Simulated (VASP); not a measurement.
# LaB6 (Pm-3m) in VASP: relaxation of cell and atoms with PBEsol

Aim: the relaxation of cell and atoms of LaB6 with PBEsol.

All numbers are computed with VASP 6.6.1; they aren't measurements. Logs are shortened: lines on timing, memory, paths and dates and some standing lists are left out, and cuts for length are marked.

## Step 1: The cell of the first run

It takes space group Pm-3m (No. 221, cubic). The conventional cell has a = 4.130 Å, b = 4.130 Å, c = 4.130 Å, α = 90.00°, β = 90.00°, γ = 90.00°. Within 4.0 Å of La (site symmetry m-3m) lie 24 B at 3.03 Å. B (site symmetry 4mm) has 5 B at 1.65 to 1.75 Å within 2.2 Å.

## Step 2: Relaxation of cell and atoms, PBEsol

INCAR

```
ALGO = Normal
EDIFF = 1E-6
EDIFFG = -0.001
ENCUT = 600
GGA = PS
IBRION = 2
ISIF = 3
ISMEAR = -1
LASPH = T
LCHARG = F
LREAL = F
LWAVE = F
NELM = 100
NSW = 80
PREC = Accurate
SIGMA = 0.15
```

KPOINTS

```
k-points
0
Gamma
  8 8 8
```

POSCAR

```
LaB6
1.0
    4.1298262930      0.0000000000      0.0000000000
    0.0000000000      4.1298262930      0.0000000000
    0.0000000000      0.0000000000      4.1298262930
La B
1 6
Direct
    0.0000000000      0.0000000000      0.0000000000
    0.1996700433      0.5000000000      0.5000000000
    0.5000000000      0.1996700433      0.5000000000
    0.8003299567      0.5000000000      0.5000000000
    0.5000000000      0.8003299567      0.5000000000
    0.5000000000      0.5000000000      0.1996700433
    0.5000000000      0.5000000000      0.8003299567
```

Potentials or basis: VASP PAW PBE potentials, release 64 (La, B).

Run with:

```sh
> cat potpaw_PBE.64/La/POTCAR potpaw_PBE.64/B/POTCAR > POTCAR
> mpirun -np 1 vasp_std > vasp.out
```

OUTCAR:

```text
EDIFF = 1E-6
   EDIFFG = -0.001
   ENCUT = 600
   GGA = PS
   IBRION = 2
   ISIF = 3
   ISMEAR = -1
   LASPH = T
   LREAL = F
   NELM = 100
   NSW = 80
   PREC = Accurate

 ion  position               nearest neighbor table
   1  0.000  0.000  0.000-
   2  0.200  0.500  0.500-   4 1.65   3 1.75   5 1.75   6 1.75   7 1.75
   3  0.500  0.200  0.500-   5 1.65   4 1.75   2 1.75   6 1.75   7 1.75
   4  0.800  0.500  0.500-   2 1.65   3 1.75   5 1.75   6 1.75   7 1.75
   5  0.500  0.800  0.500-   3 1.65   2 1.75   4 1.75   6 1.75   7 1.75
   6  0.500  0.500  0.200-   7 1.65   3 1.75   4 1.75   5 1.75   2 1.75
   7  0.500  0.500  0.800-   6 1.65   3 1.75   4 1.75   5 1.75   2 1.75

  LATTYP: Found a simple cubic cell.
 ALAT       =     4.1298262930

  Lattice vectors:

 A1 = (   4.1298262930,   0.0000000000,   0.0000000000)
 A2 = (   0.0000000000,   4.1298262930,   0.0000000000)
 A3 = (   0.0000000000,   0.0000000000,   4.1298262930)

Analysis of symmetry for initial positions (statically):
=====================================================================
 Subroutine PRICEL returns:
 Original cell was already a primitive cell.

 Routine SETGRP: Setting up the symmetry group for a
 simple cubic supercell.

 Subroutine GETGRP returns: Found 48 space group operations
 (whereof 48 operations were pure point group operations)
 out of a pool of 48 trial point group operations.

The static configuration has the point symmetry O_h .

Analysis of symmetry for dynamics (positions and initial velocities):
=====================================================================
 Subroutine PRICEL returns:
 Original cell was already a primitive cell.

 Routine SETGRP: Setting up the symmetry group for a
 simple cubic supercell.

 Subroutine GETGRP returns: Found 48 space group operations
 (whereof 48 operations were pure point group operations)
 out of a pool of 48 trial point group operations.

The dynamic configuration has the point symmetry O_h .

 Subroutine INISYM returns: Found 48 space group operations
 (whereof 48 operations are pure point group operations),
 and found     1 'primitive' translations

----------------------------------------------------------------------------------------

                                     Primitive cell

  volume of cell :      70.4361

  direct lattice vectors                    reciprocal lattice vectors
     4.129826293  0.000000000  0.000000000     0.242140935  0.000000000  0.000000000
     0.000000000  4.129826293  0.000000000     0.000000000  0.242140935  0.000000000
     0.000000000  0.000000000  4.129826293     0.000000000  0.000000000  0.242140935

  length of vectors
     4.129826293  4.129826293  4.129826293     0.242140935  0.242140935  0.242140935

  position of ions in fractional coordinates (direct lattice)
     0.000000000  0.000000000  0.000000000
     0.199670043  0.500000000  0.500000000
     0.500000000  0.199670043  0.500000000
     0.800329957  0.500000000  0.500000000
     0.500000000  0.800329957  0.500000000
     0.500000000  0.500000000  0.199670043
     0.500000000  0.500000000  0.800329957

  ion indices of the primitive-cell ions
   primitive index   ion index
                 1           1
                 2           2
                 3           3
                 4           4
                 5           5
                 6           6
                 7           7

----------------------------------------------------------------------------------------

 KPOINTS: k-points

Automatic generation of k-mesh.
 Grid dimensions read from file:
 generate k-points for:    8    8    8

 Generating k-lattice:

  Cartesian coordinates                     Fractional coordinates (reciprocal lattice)
     0.030267617  0.000000000  0.000000000     0.125000000  0.000000000  0.000000000
     0.000000000  0.030267617  0.000000000     0.000000000  0.125000000  0.000000000
     0.000000000  0.000000000  0.030267617     0.000000000  0.000000000  0.125000000

  Length of vectors
     0.030267617  0.030267617  0.030267617

  Shift w.r.t. Gamma in fractional coordinates (k-lattice)
     0.000000000  0.000000000  0.000000000

 Subroutine IBZKPT returns following result:
 ===========================================

 Found     35 irreducible k-points:

 Following reciprocal coordinates:
            Coordinates               Weight
  0.000000  0.000000  0.000000      1.000000
  0.125000  0.000000  0.000000      6.000000
  0.250000  0.000000  0.000000      6.000000
  0.375000  0.000000  0.000000      6.000000
  0.500000  0.000000  0.000000      3.000000
  0.125000  0.125000  0.000000     12.000000
[... 16 lines left out ...]
  0.375000  0.375000  0.125000     24.000000
  0.500000  0.375000  0.125000     24.000000
 [... further k-points ...]
   k-points           NKPTS =     35   k-points in BZ     NKDIM =     35   number of bands    NBANDS=     18
   number of dos      NEDOS =    301   number of ions     NIONS =      7
   total plane-waves  NPLWV =  46656
   dimension x,y,z NGX =    36 NGY =   36 NGZ =   36
   dimension x,y,z NGXF=    72 NGYF=   72 NGZF=   72
   ions per type =               1   6
   NGX,Y,Z   is equivalent  to a cutoff of  14.49, 14.49, 14.49 a.u.
   NGXF,Y,Z  is equivalent  to a cutoff of  28.98, 28.98, 28.98 a.u.
 SYSTEM =  unknown system
   PREC   = accura    normal or accurate (medium, high low for compatibility)
   ISTART =      0    job   : 0-new  1-cont  2-samecut
   ICHARG =      2    charge: 1-file 2-atom 10-const
   ISPIN  =      1    spin polarized calculation?
   LNONCOLLINEAR =      F non collinear calculations
   LSORBIT =      F    spin-orbit coupling
   LASPH  =      T    aspherical Exc in radial PAW
   ENCUT  =  600.0 eV  44.10 Ry    6.64 a.u.   8.25  8.25  8.25*2*pi/ulx,y,z
   NELM   =    100;   NELMIN=  2; NELMDL= -5     # of ELM steps
   EDIFF  = 0.1E-05   stopping-criterion for ELM
   LREAL  =      F    real-space projection
   EDIFFG = -.1E-02   stopping-criterion for IOM
   NSW    =     80    number of steps for IOM
   IBRION =      2    ionic relax: 0-MD 1-quasi-New 2-CG
   NFREE  =      1    steps in history (QN), initial steepest desc. (CG)
   ISIF   =      3    stress and relaxation
   ISYM   =      2    0-nonsym 1-usesym 2-fastsym
   POTIM  = 0.5000    time-step for ionic-motion
   TEBEG  =    0.0;   TEEND  =   0.0 temperature during run
   PSTRESS=    0.0 pullay stress
   NELECT =      29.0000    total number of electrons
   NUPDOWN=      -1.0000    fix difference up-down
   EMIN   =  10.00;   EMAX   =-10.00  energy-range for DOS
   EFERMI =   0.00;   METHOD = LEGACY
   ISMEAR =    -1;   SIGMA  =   0.15  broadening in eV -4-tet -1-fermi 0-gaus
   EFERMI_NEDOS =   21; number of points for ismear=-14 and -15
   IALGO  =     38    algorithm
   IMIX   =      4    mixing-type and parameters
     AMIX     =   0.40;   BMIX     =  1.00
     AMIX_MAG =   1.60;   BMIX_MAG =  1.00
  volume/ion in A,a.u.               =      10.06        67.90
  Fermi-wavevector in a.u.,A,eV,Ry     =   1.217893  2.301484 20.181015  1.483263
  Thomas-Fermi vector in A             =   2.353198
   LORBIT       =      0    0 simple, 1 ext, 2 COOP (PROOUT), +10 PAW based schemes
   GGA     = PS    functional components
   LHFCALC =     F    Hartree Fock is set to
   AEXX    =    0.0000 exact exchange contribution
   IVDW    =     0    specifies the selected vdW correction
   LEPSILON=     F    determine dielectric tensor
   LRPA    =     F    only Hartree local field effects (RPA)
 conjugate gradient relaxation of ions
 non-spin polarized calculation
  energy-cutoff  :      600.00
  volume of cell :       70.44
 maximum number of plane-waves:      2375
 NGX is ok and might be reduce to    36
   NGX = 17   NGY = 17   NGZ = 17

--------------------------------------- Ionic step        1  -------------------------------------------

 number of electron      28.9999999 magnetization

 Free energy of the ion-electron system (eV)
  ---------------------------------------------------
  ext. energy  EPLUGINS =         0.00000000
  ---------------------------------------------------
  free energy    TOTEN  =       -51.56973805 eV

  energy without entropy =      -51.51045290  energy(sigma->0) =      -51.54009548

------------------------ aborting loop because EDIFF is reached ----------------------------------------

  FORCE on cell =-STRESS in cart. coord.  units (eV):
  Direction    XX          YY          ZZ          XY          YZ          ZX
  --------------------------------------------------------------------------------------
  -------------------------------------------------------------------------------------
  Total        0.0834832      0.0834832      0.0834832      0.0000000      0.0000000     -0.0000000
  in kB        1.8989525      1.8989525      1.8989525      0.0000000      0.0000000     -0.0000000
  external PRESSURE =       1.8989525 kB  Pullay stress =       0.0000000 kB

 VOLUME and BASIS-vectors are now :
 -----------------------------------------------------------------------------
  energy-cutoff  :      600.00
  volume of cell :       70.44
      direct lattice vectors                 reciprocal lattice vectors
     4.129826293  0.000000000  0.000000000     0.242140935  0.000000000  0.000000000
     0.000000000  4.129826293  0.000000000     0.000000000  0.242140935  0.000000000
     0.000000000  0.000000000  4.129826293     0.000000000  0.000000000  0.242140935
[... 124 lines left out ...]
 POSITION                                       TOTAL-FORCE (eV/Angst)
 -----------------------------------------------------------------------------------
     -0.00000      4.13138      0.00000        -0.000000      0.000000     -0.000000
      0.82455      2.06569      2.06569        -0.002612      0.000000     -0.000000
      2.06569      0.82455      2.06569        -0.000000     -0.002612     -0.000000
      3.30683      2.06569      2.06569         0.002612      0.000000     -0.000000
      2.06569      3.30683      2.06569        -0.000000      0.002612     -0.000000
      2.06569      2.06569      0.82455        -0.000000      0.000000     -0.002612
      2.06569      2.06569      3.30683        -0.000000      0.000000      0.002612
 -----------------------------------------------------------------------------------
    total drift:                               -0.000000      0.000000      0.000000

  FREE ENERGIE OF THE ION-ELECTRON SYSTEM (eV)
  ---------------------------------------------------
  free  energy   TOTEN  =       -51.5698127186 eV

  energy  without entropy=      -51.5104479438  energy(sigma->0) =      -51.54013033

--------------------------------------- Ionic step        5  -------------------------------------------

 number of electron      28.9999999 magnetization

 Free energy of the ion-electron system (eV)
  ---------------------------------------------------
  ext. energy  EPLUGINS =         0.00000000
  ---------------------------------------------------
  free energy    TOTEN  =       -51.56981407 eV

  energy without entropy =      -51.51046531  energy(sigma->0) =      -51.54013969

 E-fermi :   8.5733     XC(G=0): -11.4462

 val. band max:        8.5628198622   @ k =   0.2500   0.2500   0.0000
 cond. band min:       8.6097278603   @ k =   0.1250   0.1250   0.0000
 fundamental gap:      0.0469079980
 Fermi energy:         8.5732664236

 k-point     1 :       0.0000    0.0000    0.0000
  band No.  band energies     occupation
      1     -24.3093      2.00000
      2      -8.0642      2.00000
      3      -8.0642      2.00000
      4      -8.0642      2.00000
      5      -6.9716      2.00000
      6       0.6475      2.00000
[... 10 lines left out ...]
     17       8.8585      0.25993
     18      10.1472      0.00006
[... 463 lines left out ...]
 k-point    24 :       0.5000    0.3750    0.1250
  band No.  band energies     occupation
      1     -24.2561      2.00000
      2      -8.5731      2.00000
      3      -8.4359      2.00000
      4      -7.9861      2.00000
      5      -6.3368      2.00000
      6      -0.9831      2.00000
[... 10 lines left out ...]
     17      10.6709      0.00000
     18      10.6909      0.00000

 [... further k-points ...]
[... 5 lines left out ...]
  --------------------------------------------------------------------------------------
  -------------------------------------------------------------------------------------
  Total       -0.0018329     -0.0018329     -0.0018329      0.0000000      0.0000000     -0.0000000
  in kB       -0.0416513     -0.0416513     -0.0416513      0.0000000      0.0000000     -0.0000000
  external PRESSURE =      -0.0416513 kB  Pullay stress =       0.0000000 kB

 VOLUME and BASIS-vectors are now :
 -----------------------------------------------------------------------------
  energy-cutoff  :      600.00
  volume of cell :       70.50
      direct lattice vectors                 reciprocal lattice vectors
     4.131144593  0.000000000  0.000000000     0.242063665  0.000000000 -0.000000000
    -0.000000000  4.131144593  0.000000000    -0.000000000  0.242063665  0.000000000
     0.000000000 -0.000000000  4.131144593    -0.000000000 -0.000000000  0.242063665

 POSITION                                       TOTAL-FORCE (eV/Angst)
 -----------------------------------------------------------------------------------
      0.00000     -0.00000      0.00000         0.000000     -0.000000     -0.000000
      0.82446      2.06557      2.06557        -0.000216     -0.000000     -0.000000
      2.06557      0.82446      2.06557         0.000000     -0.000216     -0.000000
      3.30669      2.06557      2.06557         0.000216      0.000000     -0.000000
      2.06557      3.30669      2.06557        -0.000000      0.000216     -0.000000
      2.06557      2.06557      0.82446        -0.000000      0.000000     -0.000216
      2.06557      2.06557      3.30669         0.000000     -0.000000      0.000216
 -----------------------------------------------------------------------------------
    total drift:                               -0.000000      0.000000      0.000000

  FREE ENERGIE OF THE ION-ELECTRON SYSTEM (eV)
  ---------------------------------------------------
  free  energy   TOTEN  =       -51.5698140656 eV

  energy  without entropy=      -51.5104653135  energy(sigma->0) =      -51.54013969

 reached required accuracy - stopping structural energy minimisation
```

Wall time 3.1 min (1 thread of Intel Xeon Platinum 8259CL at 2.50GHz (Skylake/Cascade Lake), shared host); peak memory 0.25 GiB.

What came out:

```
Free energy                            : -51.5698 eV
Relaxed volume                         : 10.07 Å³/atom
Relaxed cell                           : a = 4.131 Å, b = 4.131 Å, c = 4.131 Å, α = 90.00°, β = 90.00°, γ = 90.00°
Space group after relaxing (to 0.05 Å) : Pm-3m (No. 221)
Energy gained by relaxing              : 0.0 meV/atom
Ionic steps                            : 5
Pressure after relaxing                : 0.0 GPa
```

Final structure:
```
La B
1.0
     4.13114    0.00000    0.00000
     0.00000    4.13114    0.00000
     0.00000    0.00000    4.13114
La B
1 6
Cartesian
  0.0000 0.0000 0.0000
  0.8245 2.0656 2.0656
  2.0656 0.8245 2.0656
  3.3067 2.0656 2.0656
  2.0656 3.3067 2.0656
  2.0656 2.0656 0.8245
  2.0656 2.0656 3.3067
```

Caveat: the PAW data sets were made with another functional, which shifts forces and pressure a little; spin-orbit coupling is left out, which moves the levels of the heavy elements.
